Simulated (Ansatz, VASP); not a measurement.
# Si in VASP and in Ansatz

The input POSCAR:

```
Si
1.0
    0.0000000000      2.7221188962      2.7221188962
    2.7221188962      0.0000000000      2.7221188962
    2.7221188962      2.7221188962      0.0000000000
Si
2
Direct
    0.0000000000      0.0000000000      0.0000000000
    0.2500000000      0.2500000000      0.2500000000
```

The input INCAR.step1:

```
  PREC = Accurate
  ENCUT = 520
  EDIFF = 1E-5
  ISMEAR = 0
  SIGMA = 0.01
  LREAL = False
  LASPH = True
  NELM = 100
  ALGO = Normal
  ISIF = 2
  LWAVE = True
  LCHARG = False
  GGA = PE
  NBANDS = 11
```

The input INCAR.step2:

```
  PREC = Accurate
  ENCUT = 520
  EDIFF = 1E-6
  ISMEAR = 0
  SIGMA = 0.01
  LREAL = False
  LASPH = True
  NELM = 100
  ALGO = Normal
  ISIF = 2
  LWAVE = False
  LCHARG = False
  GGA = PE
  LHFCALC = True
  AEXX = 0.4
  HFSCREEN = 0.3
  PRECFOCK = Normal
  ISTART = 1
  NBANDS = 11
```

The input KPOINTS:

```
regular mesh
0
Gamma
  4 4 4
```

Input for Ansatz:

```yaml
crystal:
  lattice:
    - [0.0, 2.7221188962, 2.7221188962]
    - [2.7221188962, 0.0, 2.7221188962]
    - [2.7221188962, 2.7221188962, 0.0]
  atoms:
    - { symbol: Si, position: [0.0, 0.0, 0.0] }
    - { symbol: Si, position: [0.25, 0.25, 0.25] }
kpoints:
  mp_grid: { grid: [4, 4, 4] }
hamiltonian:
  xc: { exchange: pbe, correlation: pbe, exx: { coeff: 0.4, omega: 0.3 } }
scf:
  occupations: { method: fixed }
  n_extra_bands: 4
output:
  forces: true
  stress: true
  eigenvalues: true
```

Alike in both runs: task single point; functional PBE-based screened hybrid with a share of 0.4 of exact exchange and HFSCREEN = 0.3; k mesh 4 × 4 × 4; no spin polarisation.

|  | VASP | Ansatz |
| --- | --- | --- |
| version | VASP 6.6.1 | Ansatz 0.2.0 |
| potentials or method | VASP PAW PBE potentials, release 64 (Si) | plane waves |
| plane-wave cutoff (eV) | 520 | 420 |
| occupations | gaussian, width 0.01 eV | fixed |
| valence electrons in the cell | 8 | 8 |

```tsv
	VASP	Ansatz	Ansatz less VASP
gap on the k mesh at the Fermi level (eV)	1.47	1.45	-0.019
pressure (GPa)	-0.7	-0.2	+0.49
```

VASP's potentials were made for PBE, not for PBE-based screened hybrid. Ansatz's warnings: stress exchange threshold loose, stress scf threshold loose.

The k mesh is coarse, so the values compare programs but aren't converged.
